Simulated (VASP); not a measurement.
# CaO in VASP: a series of runs, part 2 of 2

VASP 6.6.1. Earlier steps stand in the parts before.

### Step 3. Single point, LDA

This run uses another cell than the first one, of 47.16 Å³/atom, 1.087 times its volume.

INCAR reads:

```
SYSTEM = CaO
PREC = Accurate
ENCUT = 520
EDIFF = 1E-6
ISMEAR = 0
SIGMA = 0.05
LREAL = .FALSE.
LASPH = .TRUE.
NELM = 120
ALGO = Normal
ISIF = 2
LWAVE = .FALSE.
LCHARG = .FALSE.
LDIPOL = .TRUE.
IDIPOL = 3
DIPOL = 0.5 0.5 0.314
GGA = CA
NBANDS = 24
GGA_COMPAT = .FALSE.
NELMDL = -8
```

KPOINTS reads:

```
Automatic mesh
0
G
  9 9 1
  0 0 0
```

POSCAR reads:

```
CaO
1.0
    3.3291210616      0.0000000000      0.0000000000
   -1.6645605308      2.8831034116      0.0000000000
    0.0000000000      0.0000000000     19.6554098218
O Ca
2 2
Direct
    0.3333333333      0.6666666667      0.2035063138
    0.0000000000      0.0000000000      0.3640735492
    0.6666666667      0.3333333333      0.2726530778
    0.3333333333      0.6666666667      0.4149193477
```

Potentials or basis: VASP PAW LDA potentials, release 64 (O, Ca_sv).

Launch:

```
> cat potpaw_LDA.64/O/POTCAR potpaw_LDA.64/Ca_sv/POTCAR > POTCAR
> mpirun -np 1 vasp_std > vasp.out
```

OUTCAR:

```text
SYSTEM = CaO
   PREC = Accurate
   ENCUT = 520
   EDIFF = 1E-6
   ISMEAR = 0
   LREAL = .FALSE.
   LASPH = .TRUE.
   NELM = 120
   ISIF = 2
   GGA = CA
   NELMDL = -8

 ion  position               nearest neighbor table
   1  0.333  0.667  0.204-   3 2.35   3 2.35   3 2.35
   2  0.000  0.000  0.364-   4 2.17   4 2.17   4 2.17
   3  0.667  0.333  0.273-   1 2.35   1 2.35   1 2.35
   4  0.333  0.667  0.415-   2 2.17   2 2.17   2 2.17

  LATTYP: Found a hexagonal cell.
 ALAT       =     3.3291210616
 C/A-ratio  =     5.9040838282

  Lattice vectors:

 A1 = (   3.3291210616,   0.0000000000,   0.0000000000)
 A2 = (  -1.6645605308,   2.8831034116,   0.0000000000)
 A3 = (   0.0000000000,   0.0000000000,  19.6554098218)

Analysis of symmetry for initial positions (statically):
=====================================================================
 Subroutine PRICEL returns:
 Original cell was already a primitive cell.

 Routine SETGRP: Setting up the symmetry group for a
 hexagonal supercell.

 Subroutine GETGRP returns: Found  6 space group operations
 (whereof  6 operations were pure point group operations)
 out of a pool of 24 trial point group operations.

The static configuration has the point symmetry C_3v.

Analysis of symmetry for dynamics (positions and initial velocities):
=====================================================================
 Subroutine PRICEL returns:
 Original cell was already a primitive cell.

 Routine SETGRP: Setting up the symmetry group for a
 hexagonal supercell.

 Subroutine GETGRP returns: Found  6 space group operations
 (whereof  6 operations were pure point group operations)
 out of a pool of 24 trial point group operations.

The dynamic configuration has the point symmetry C_3v.

 Subroutine INISYM returns: Found  6 space group operations
 (whereof  6 operations are pure point group operations),
 and found     1 'primitive' translations

----------------------------------------------------------------------------------------

                                     Primitive cell

  volume of cell :     188.6566

  direct lattice vectors                    reciprocal lattice vectors
     3.329121062  0.000000000  0.000000000     0.300379584  0.173424234  0.000000000
    -1.664560531  2.883103412  0.000000000     0.000000000  0.346848468  0.000000000
     0.000000000  0.000000000 19.655409822     0.000000000  0.000000000  0.050876578

  length of vectors
     3.329121062  3.329121062 19.655409822     0.346848468  0.346848468  0.050876578

  position of ions in fractional coordinates (direct lattice)
     0.333333333  0.666666667  0.203506314
     0.000000000  0.000000000  0.364073549
     0.666666667  0.333333333  0.272653078
     0.333333333  0.666666667  0.414919348

  ion indices of the primitive-cell ions
   primitive index   ion index
                 1           1
                 2           2
                 3           3
                 4           4

----------------------------------------------------------------------------------------

 KPOINTS: Automatic mesh
[... 31 lines left out ...]
  0.222222  0.111111  0.000000     12.000000
  0.333333  0.111111  0.000000     12.000000
  0.444444  0.111111  0.000000      6.000000
  0.222222  0.222222  0.000000      6.000000
  0.333333  0.222222  0.000000     12.000000
  0.333333  0.333333  0.000000      2.000000
   k-points           NKPTS =     12   k-points in BZ     NKDIM =     12   number of bands    NBANDS=     24
   number of dos      NEDOS =    301   number of ions     NIONS =      4
   total plane-waves  NPLWV = 117600
   dimension x,y,z NGX =    28 NGY =   28 NGZ =  150
   dimension x,y,z NGXF=    56 NGYF=   56 NGZF=  300
   ions per type =               2   2
   NGX,Y,Z   is equivalent  to a cutoff of  13.98, 13.98, 12.69 a.u.
   NGXF,Y,Z  is equivalent  to a cutoff of  27.96, 27.96, 25.37 a.u.
 SYSTEM =  CaO
   PREC   = accura    normal or accurate (medium, high low for compatibility)
   ISTART =      0    job   : 0-new  1-cont  2-samecut
   ICHARG =      2    charge: 1-file 2-atom 10-const
   ISPIN  =      1    spin polarized calculation?
   LNONCOLLINEAR =      F non collinear calculations
   LSORBIT =      F    spin-orbit coupling
   LASPH  =      T    aspherical Exc in radial PAW
   ENCUT  =  520.0 eV  38.22 Ry    6.18 a.u.   6.19  6.19 36.55*2*pi/ulx,y,z
   NELM   =    120;   NELMIN=  2; NELMDL= -8     # of ELM steps
   EDIFF  = 0.1E-05   stopping-criterion for ELM
   LREAL  =      F    real-space projection
   EDIFFG = 0.1E-04   stopping-criterion for IOM
   NSW    =      0    number of steps for IOM
   IBRION =     -1    ionic relax: 0-MD 1-quasi-New 2-CG
   NFREE  =      0    steps in history (QN), initial steepest desc. (CG)
   ISIF   =      2    stress and relaxation
   ISYM   =      2    0-nonsym 1-usesym 2-fastsym
   POTIM  = 0.5000    time-step for ionic-motion
   TEBEG  =    0.0;   TEEND  =   0.0 temperature during run
   PSTRESS=    0.0 pullay stress
   NELECT =      32.0000    total number of electrons
   NUPDOWN=      -1.0000    fix difference up-down
   EMIN   =  10.00;   EMAX   =-10.00  energy-range for DOS
   EFERMI =   0.00;   METHOD = LEGACY
   ISMEAR =     0;   SIGMA  =   0.05  broadening in eV -4-tet -1-fermi 0-gaus
   EFERMI_NEDOS =   21; number of points for ismear=-14 and -15
   IALGO  =     38    algorithm
   IMIX   =      4    mixing-type and parameters
     AMIX     =   0.40;   BMIX     =  1.00
     AMIX_MAG =   1.60;   BMIX_MAG =  1.00
  volume/ion in A,a.u.               =      47.16       318.28
  Fermi-wavevector in a.u.,A,eV,Ry     =   0.906221  1.712510 11.173604  0.821237
  Thomas-Fermi vector in A             =   2.029883
   LORBIT       =      0    0 simple, 1 ext, 2 COOP (PROOUT), +10 PAW based schemes
   GGA     = CA    functional components
   LHFCALC =     F    Hartree Fock is set to
   AEXX    =    0.0000 exact exchange contribution
   IVDW    =     0    specifies the selected vdW correction
   LEPSILON=     F    determine dielectric tensor
   LRPA    =     F    only Hartree local field effects (RPA)
 non-spin polarized calculation
 Gauss-broadening in eV      SIGMA  =   0.05
  energy-cutoff  :      520.00
  volume of cell :      188.66
 maximum number of plane-waves:      5112
 NGX is ok and might be reduce to    28
   NGX = 13   NGY = 13   NGZ = 73

 dipolmoment           0.000000      0.000000      0.037516 electrons x Angstroem

 number of electron      32.0000002 magnetization

 dipolmoment           0.000000      0.000000     -0.317227 electrons x Angstroem

 Free energy of the ion-electron system (eV)
  ---------------------------------------------------
  ext. energy  EPLUGINS =         0.00000000
  ---------------------------------------------------
  free energy    TOTEN  =       -22.93424817 eV

  energy without entropy =      -22.92672727  energy(sigma->0) =      -22.93048772

 E-fermi :  -3.5087     XC(G=0):  -4.2580

 val. band max:       -3.5270922161   @ k =   0.3333   0.0000   0.0000
 cond. band min:      -3.4857765390   @ k =   0.2222   0.0000   0.0000
 fundamental gap:      0.0413156770
 Fermi energy:        -3.5087119807

 k-point     1 :       0.0000    0.0000    0.0000
  band No.  band energies     occupation
      1     -44.1927      2.00000
      2     -41.9239      2.00000
      3     -25.9571      2.00000
      4     -25.2999      2.00000
      5     -25.2999      2.00000
      6     -23.4864      2.00000
[... 313 lines left out ...]
     23       2.8492      0.00000
     24       3.3735      0.00000

------------------------ aborting loop because EDIFF is reached ----------------------------------------

 vacuum level on the upper side and lower side of the slab       (xc-potential included)        -3.078         2.773

  FORCE on cell =-STRESS in cart. coord.  units (eV):
  Direction    XX          YY          ZZ          XY          YZ          ZX
  --------------------------------------------------------------------------------------
  -------------------------------------------------------------------------------------
  Total        1.4269697      1.4269697     -4.4412386      0.0000000      0.0000000      0.0000000
  in kB       12.1186268     12.1186268    -37.7174895      0.0000000      0.0000000      0.0000000
  external PRESSURE =      -4.4934120 kB  Pullay stress =       0.0000000 kB

 VOLUME and BASIS-vectors are now :
 -----------------------------------------------------------------------------
  energy-cutoff  :      520.00
  volume of cell :      188.66
      direct lattice vectors                 reciprocal lattice vectors
     3.329121062  0.000000000  0.000000000     0.300379584  0.173424234  0.000000000
    -1.664560531  2.883103412  0.000000000     0.000000000  0.346848468  0.000000000
     0.000000000  0.000000000 19.655409822     0.000000000  0.000000000  0.050876578

 POSITION                                       TOTAL-FORCE (eV/Angst)
 -----------------------------------------------------------------------------------
     -0.00000      1.92207      4.00000        -0.000000      0.000000      3.379523
      0.00000      0.00000      7.15601        -0.000000      0.000000     -0.068266
      1.66456      0.96103      5.35911         0.000000     -0.000000     -3.411352
     -0.00000      1.92207      8.15541         0.000000      0.000000      0.100096
 -----------------------------------------------------------------------------------
    total drift:                               -0.000000      0.000000      0.000390

  FREE ENERGIE OF THE ION-ELECTRON SYSTEM (eV)
  ---------------------------------------------------
  free  energy   TOTEN  =       -22.9342481654 eV

  energy  without entropy=      -22.9267272739  energy(sigma->0) =      -22.93048772

 vacuum level on the upper side and lower side of the slab         0.191         6.218
```

stdout:

```text
POSCAR found type information on POSCAR O Ca
 POSCAR found :  2 types and       4 ions
 scaLAPACK will be used
 LDA part: xc-table for (Slater(with rela. corr.)+CA(PZ))
 , standard interpolation
 POSCAR, INCAR and KPOINTS ok, starting setup
 FFT: planning ... GRIDC
 FFT: planning ... GRID_SOFT
 FFT: planning ... GRID
 WAVECAR not read
 entering main loop
```

Wall time 80 s (1 thread of AMD EPYC 9R45 (Zen 5), shared host); peak memory 0.25 GiB.

What came out:

- Free energy: -22.9342 eV
- Largest force: 3.411 eV/Å
- Band gap on the k mesh: zero (band 16 reaches -3.45 eV, above the bottom of band 17 at -3.49 eV)

Forces on the atoms (eV/Å):
```
O    0.000  0.000  3.380
O    0.000  0.000 -0.068
Ca   0.000  0.000 -3.411
Ca   0.000  0.000  0.100
```
